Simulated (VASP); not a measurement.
# BeTe3 (P-42_1m) in VASP: relaxation of cell and atoms with PBE

Aim: the relaxation of cell and atoms of BeTe3 with PBE.

Program: VASP 6.6.1. These are calculated values, not measurements. Logs are shortened: lines on timing, memory, paths and dates and some standing lists are left out, and cuts for length are marked.

### 1 The cell of the first run

The structure is tetragonal, space group P-42_1m (No. 113). Conventional cell: a = 5.706 Å, b = 5.706 Å, c = 8.231 Å, α = 90.00°, β = 90.00°, γ = 90.00°. Within 3.2 Å of Be (site symmetry -4) lie 4 Te at 2.44 Å. Within 3.2 Å of Te (site symmetry m) lie 2 Be at 2.44 Å and 1 Te at 2.79 Å. Te (site symmetry 2mm) has 2 Te at 2.79 Å within 3.7 Å.

### 2 Relaxation of cell and atoms, PBE

The input, INCAR:

```
ALGO = Normal
EDIFF = 1E-6
EDIFFG = -0.01
ENCUT = 600
GGA = PE
IBRION = 2
ISIF = 3
ISMEAR = 0
LASPH = T
LCHARG = F
LREAL = F
LWAVE = F
NELM = 80
NSW = 100
PREC = Accurate
SIGMA = 0.01
```

The input, KPOINTS:

```
k-points
0
Gamma
  6 6 6
```

The input, POSCAR:

```
BeTe3
1.0
    5.7064404960      0.0000000000      0.0000000000
    0.0000000000      5.7064404960      0.0000000000
    0.0000000000      0.0000000000      8.2308647115
Be Te
2 6
Direct
    0.0000000000      0.0000000000      0.0000000000
    0.5000000000      0.5000000000      0.0000000000
    0.7261357428      0.7738642572      0.8338723207
    0.2738642572      0.2261357428      0.8338723207
    0.7738642572      0.2738642572      0.1661276793
    0.2261357428      0.7261357428      0.1661276793
    0.5000000000      0.0000000000      0.3728394512
    0.0000000000      0.5000000000      0.6271605488
```

Potentials or basis: VASP PAW PBE potentials, release 64 (Be, Te).

Run with:

```console
cat potpaw_PBE.64/Be/POTCAR potpaw_PBE.64/Te/POTCAR > POTCAR
mpirun -np 1 vasp_std > vasp.out
```

OUTCAR:

```text
EDIFF = 1E-6
   EDIFFG = -0.01
   ENCUT = 600
   GGA = PE
   IBRION = 2
   ISIF = 3
   ISMEAR = 0
   LASPH = T
   LREAL = F
   NELM = 80
   NSW = 100
   PREC = Accurate

 ion  position               nearest neighbor table
   1  0.000  0.000  0.000-   3 2.44   4 2.44   5 2.44   6 2.44
   2  0.500  0.500  0.000-   3 2.44   4 2.44   5 2.44   6 2.44
   3  0.726  0.774  0.834-   1 2.44   2 2.44   8 2.79   4 3.65
   4  0.274  0.226  0.834-   1 2.44   2 2.44   8 2.79   3 3.65
   5  0.774  0.274  0.166-   1 2.44   2 2.44   7 2.79   6 3.65
   6  0.226  0.726  0.166-   1 2.44   2 2.44   7 2.79   5 3.65
   7  0.500  0.000  0.373-   5 2.79   6 2.79
   8  0.000  0.500  0.627-   3 2.79   4 2.79

  LATTYP: Found a simple tetragonal cell.
 ALAT       =     5.7064404960
 C/A-ratio  =     1.4423815892

  Lattice vectors:

 A1 = (   5.7064404960,   0.0000000000,   0.0000000000)
 A2 = (   0.0000000000,   5.7064404960,   0.0000000000)
 A3 = (   0.0000000000,   0.0000000000,   8.2308647115)

Analysis of symmetry for initial positions (statically):
=====================================================================
 Subroutine PRICEL returns:
 Original cell was already a primitive cell.

 Routine SETGRP: Setting up the symmetry group for a
 simple tetragonal supercell.

 Subroutine GETGRP returns: Found  8 space group operations
 (whereof  4 operations were pure point group operations)
 out of a pool of 16 trial point group operations.

The static configuration has the point symmetry S_4 .
 The point group associated with its full space group is D_2d.

Analysis of symmetry for dynamics (positions and initial velocities):
=====================================================================
 Subroutine PRICEL returns:
 Original cell was already a primitive cell.

 Routine SETGRP: Setting up the symmetry group for a
 simple tetragonal supercell.

 Subroutine GETGRP returns: Found  8 space group operations
 (whereof  4 operations were pure point group operations)
 out of a pool of 16 trial point group operations.

The dynamic configuration has the point symmetry S_4 .
 The point group associated with its full space group is D_2d.

 Subroutine INISYM returns: Found  8 space group operations
 (whereof  4 operations are pure point group operations),
 and found     1 'primitive' translations

----------------------------------------------------------------------------------------

                                     Primitive cell

  volume of cell :     268.0255

  direct lattice vectors                    reciprocal lattice vectors
     5.706440496  0.000000000  0.000000000     0.175240590  0.000000000  0.000000000
     0.000000000  5.706440496  0.000000000     0.000000000  0.175240590  0.000000000
     0.000000000  0.000000000  8.230864712     0.000000000  0.000000000  0.121493918

  length of vectors
     5.706440496  5.706440496  8.230864712     0.175240590  0.175240590  0.121493918

  position of ions in fractional coordinates (direct lattice)
     0.000000000  0.000000000  0.000000000
     0.500000000  0.500000000  0.000000000
     0.726135743  0.773864257  0.833872321
     0.273864257  0.226135743  0.833872321
     0.773864257  0.273864257  0.166127679
     0.226135743  0.726135743  0.166127679
     0.500000000  0.000000000  0.372839451
     0.000000000  0.500000000  0.627160549

  ion indices of the primitive-cell ions
   primitive index   ion index
                 1           1
                 2           2
                 3           3
                 4           4
                 5           5
                 6           6
                 7           7
                 8           8

----------------------------------------------------------------------------------------

 KPOINTS: k-points

Automatic generation of k-mesh.
 Grid dimensions read from file:
 generate k-points for:    6    6    6

 Generating k-lattice:

  Cartesian coordinates                     Fractional coordinates (reciprocal lattice)
     0.029206765  0.000000000  0.000000000     0.166666667  0.000000000  0.000000000
     0.000000000  0.029206765  0.000000000     0.000000000  0.166666667  0.000000000
     0.000000000  0.000000000  0.020248986     0.000000000  0.000000000  0.166666667

  Length of vectors
     0.029206765  0.029206765  0.020248986

  Shift w.r.t. Gamma in fractional coordinates (k-lattice)
     0.000000000  0.000000000  0.000000000

 Subroutine IBZKPT returns following result:
 ===========================================

 Found     40 irreducible k-points:

 Following reciprocal coordinates:
            Coordinates               Weight
  0.000000  0.000000  0.000000      1.000000
  0.166667  0.000000  0.000000      4.000000
  0.333333  0.000000  0.000000      4.000000
  0.500000  0.000000  0.000000      2.000000
  0.166667  0.166667  0.000000      4.000000
  0.333333  0.166667  0.000000      8.000000
[... 16 lines left out ...]
  0.333333  0.000000  0.333333      8.000000
  0.500000  0.000000  0.333333      4.000000
 [... further k-points ...]
   k-points           NKPTS =     40   k-points in BZ     NKDIM =     40   number of bands    NBANDS=     25
   number of dos      NEDOS =    301   number of ions     NIONS =      8
   total plane-waves  NPLWV = 161280
   dimension x,y,z NGX =    48 NGY =   48 NGZ =   70
   dimension x,y,z NGXF=    96 NGYF=   96 NGZF=  140
   ions per type =               2   6
   NGX,Y,Z   is equivalent  to a cutoff of  13.98, 13.98, 14.14 a.u.
   NGXF,Y,Z  is equivalent  to a cutoff of  27.97, 27.97, 28.28 a.u.
 SYSTEM =  unknown system
   PREC   = accura    normal or accurate (medium, high low for compatibility)
   ISTART =      0    job   : 0-new  1-cont  2-samecut
   ICHARG =      2    charge: 1-file 2-atom 10-const
   ISPIN  =      1    spin polarized calculation?
   LNONCOLLINEAR =      F non collinear calculations
   LSORBIT =      F    spin-orbit coupling
   LASPH  =      T    aspherical Exc in radial PAW
   ENCUT  =  600.0 eV  44.10 Ry    6.64 a.u.  11.40 11.40 16.44*2*pi/ulx,y,z
   NELM   =     80;   NELMIN=  2; NELMDL= -5     # of ELM steps
   EDIFF  = 0.1E-05   stopping-criterion for ELM
   LREAL  =      F    real-space projection
   EDIFFG = -.1E-01   stopping-criterion for IOM
   NSW    =    100    number of steps for IOM
   IBRION =      2    ionic relax: 0-MD 1-quasi-New 2-CG
   NFREE  =      1    steps in history (QN), initial steepest desc. (CG)
   ISIF   =      3    stress and relaxation
   ISYM   =      2    0-nonsym 1-usesym 2-fastsym
   POTIM  = 0.5000    time-step for ionic-motion
   TEBEG  =    0.0;   TEEND  =   0.0 temperature during run
   PSTRESS=    0.0 pullay stress
   NELECT =      40.0000    total number of electrons
   NUPDOWN=      -1.0000    fix difference up-down
   EMIN   =  10.00;   EMAX   =-10.00  energy-range for DOS
   EFERMI =   0.00;   METHOD = LEGACY
   ISMEAR =     0;   SIGMA  =   0.01  broadening in eV -4-tet -1-fermi 0-gaus
   EFERMI_NEDOS =   21; number of points for ismear=-14 and -15
   IALGO  =     38    algorithm
   IMIX   =      4    mixing-type and parameters
     AMIX     =   0.40;   BMIX     =  1.00
     AMIX_MAG =   1.60;   BMIX_MAG =  1.00
  volume/ion in A,a.u.               =      33.50       226.09
  Fermi-wavevector in a.u.,A,eV,Ry     =   0.868366  1.640974 10.259603  0.754060
  Thomas-Fermi vector in A             =   1.987034
   LORBIT       =      0    0 simple, 1 ext, 2 COOP (PROOUT), +10 PAW based schemes
   GGA     = PE    functional components
   LHFCALC =     F    Hartree Fock is set to
   AEXX    =    0.0000 exact exchange contribution
   IVDW    =     0    specifies the selected vdW correction
   LEPSILON=     F    determine dielectric tensor
   LRPA    =     F    only Hartree local field effects (RPA)
 conjugate gradient relaxation of ions
 non-spin polarized calculation
 Gauss-broadening in eV      SIGMA  =   0.01
  energy-cutoff  :      600.00
  volume of cell :      268.03
 maximum number of plane-waves:      8980
 NGX is ok and might be reduce to    48
   NGX = 23   NGY = 23   NGZ = 33

--------------------------------------- Ionic step        1  -------------------------------------------

 number of electron      39.9999999 magnetization

 Free energy of the ion-electron system (eV)
  ---------------------------------------------------
  ext. energy  EPLUGINS =         0.00000000
  ---------------------------------------------------
  free energy    TOTEN  =       -27.14806436 eV

  energy without entropy =      -27.14806436  energy(sigma->0) =      -27.14806436

------------------------ aborting loop because EDIFF is reached ----------------------------------------

  FORCE on cell =-STRESS in cart. coord.  units (eV):
  Direction    XX          YY          ZZ          XY          YZ          ZX
  --------------------------------------------------------------------------------------
  -------------------------------------------------------------------------------------
  Total        0.1885070      0.1885070      0.3629837      0.0000000      0.0000000      0.0000000
  in kB        1.1268392      1.1268392      2.1698099      0.0000000      0.0000000      0.0000000
  external PRESSURE =       1.4744961 kB  Pullay stress =       0.0000000 kB
[... 107 lines left out ...]
  FREE ENERGIE OF THE ION-ELECTRON SYSTEM (eV)
  ---------------------------------------------------
  free  energy   TOTEN  =       -27.1500197409 eV

  energy  without entropy=      -27.1500197409  energy(sigma->0) =      -27.15001974

[... ionic steps 4 to 10 ...]

--------------------------------------- Ionic step       11  -------------------------------------------

 number of electron      39.9999999 magnetization

------------------------ aborting loop because EDIFF is reached ----------------------------------------
[... 79 lines left out ...]
--------------------------------------- Ionic step       13  -------------------------------------------

 number of electron      39.9999999 magnetization

 Free energy of the ion-electron system (eV)
  ---------------------------------------------------
  ext. energy  EPLUGINS =         0.00000000
  ---------------------------------------------------
  free energy    TOTEN  =       -27.15102033 eV

  energy without entropy =      -27.15102033  energy(sigma->0) =      -27.15102033

 E-fermi :   3.6885     XC(G=0):  -8.1454

 val. band max:        3.6295753431   @ k =   0.5000   0.5000   0.0000
 cond. band min:       3.7747122772   @ k =   0.0000   0.0000   0.5000
 fundamental gap:      0.1451369341
 Fermi energy:         3.6885469160

 k-point     1 :       0.0000    0.0000    0.0000
  band No.  band energies     occupation
      1      -8.9888      2.00000
      2      -8.3656      2.00000
      3      -6.9769      2.00000
      4      -6.9769      2.00000
      5      -6.3706      2.00000
      6      -5.7346      2.00000
[... 661 lines left out ...]
     24       6.1072      0.00000
     25       7.7570      0.00000

 [... further k-points ...]

------------------------ aborting loop because EDIFF is reached ----------------------------------------

  FORCE on cell =-STRESS in cart. coord.  units (eV):
  Direction    XX          YY          ZZ          XY          YZ          ZX
  --------------------------------------------------------------------------------------
  -------------------------------------------------------------------------------------
  Total        0.0306399      0.0306399      0.0293647      0.0000000      0.0000000      0.0000000
  in kB        0.1820348      0.1820348      0.1744585      0.0000000      0.0000000      0.0000000
  external PRESSURE =       0.1795093 kB  Pullay stress =       0.0000000 kB
[... 23 lines left out ...]
  FREE ENERGIE OF THE ION-ELECTRON SYSTEM (eV)
  ---------------------------------------------------
  free  energy   TOTEN  =       -27.1510203253 eV

  energy  without entropy=      -27.1510203253  energy(sigma->0) =      -27.15102033

 reached required accuracy - stopping structural energy minimisation
```

Run time: 45 min. Hardware: 1 thread of Oxide Virtual Turin-like, shared host; peak memory 0.58 GiB.

What came out:

```
Free energy                           : -27.1510 eV
Relaxed volume                        : 33.71 Å³/atom
Relaxed cell                          : a = 5.707 Å, b = 5.707 Å, c = 8.280 Å, α = 90.00°, β = 90.00°, γ = 90.00°
Space group after relaxing (to 0.1 Å) : P-42_1m (No. 113)
Energy gained by relaxing             : 0.4 meV/atom
Ionic steps                           : 13
Pressure after relaxing               : 0.0 GPa
Largest force after relaxing          : 0.007 eV/Å
Band gap on the k mesh                : 0.15 eV (least direct gap 0.25 eV)
```

Forces on the atoms (eV/Å):
```
Be   0.000  0.000  0.000
Be   0.000  0.000  0.000
Te   0.001 -0.001  0.007
Te  -0.001  0.001  0.007
Te  -0.001 -0.001 -0.007
Te   0.001  0.001 -0.007
Te   0.000  0.000  0.002
Te   0.000  0.000 -0.002
```

The path:
```
step  energy change (eV)  largest force (eV/Å)  pressure (GPa)  volume (Å³)
   1              0.0000                0.0831            0.15       268.03
   2             -0.0018                0.0541           -0.01       269.22
   3             -0.0020                0.0597           -0.10       269.87
   4             -0.0024                0.0233           -0.01       269.50
   5             -0.0024                0.0200           -0.01       269.53
   6             -0.0025                0.0166           -0.01       269.44
   7             -0.0027                0.0090            0.04       269.18
   8             -0.0028                0.0155            0.01       269.38
   9             -0.0028                0.0223           -0.02       269.56
  10             -0.0028                0.0193           -0.02       269.62
  11             -0.0029                0.0103           -0.02       269.79
  12             -0.0029                0.0118           -0.02       269.85
  13             -0.0030                0.0074            0.02       269.68
```

Final structure:
```yaml
crystal:
  lattice:
    - [5.70715, 0.00000, 0.00000]
    - [0.00000, 5.70715, 0.00000]
    - [0.00000, 0.00000, 8.27952]
  atoms:
    - { symbol: Be, position: [0.00000, 0.00000, 0.00000] }
    - { symbol: Be, position: [0.50000, 0.50000, 0.00000] }
    - { symbol: Te, position: [0.72524, 0.77476, 0.83315] }
    - { symbol: Te, position: [0.27476, 0.22524, 0.83315] }
    - { symbol: Te, position: [0.77476, 0.27476, 0.16685] }
    - { symbol: Te, position: [0.22524, 0.72524, 0.16685] }
    - { symbol: Te, position: [0.50000, 0.00000, 0.37025] }
    - { symbol: Te, position: [0.00000, 0.50000, 0.62975] }
```

Caveat: spin-orbit coupling is left out, which moves the levels of the heavy elements.
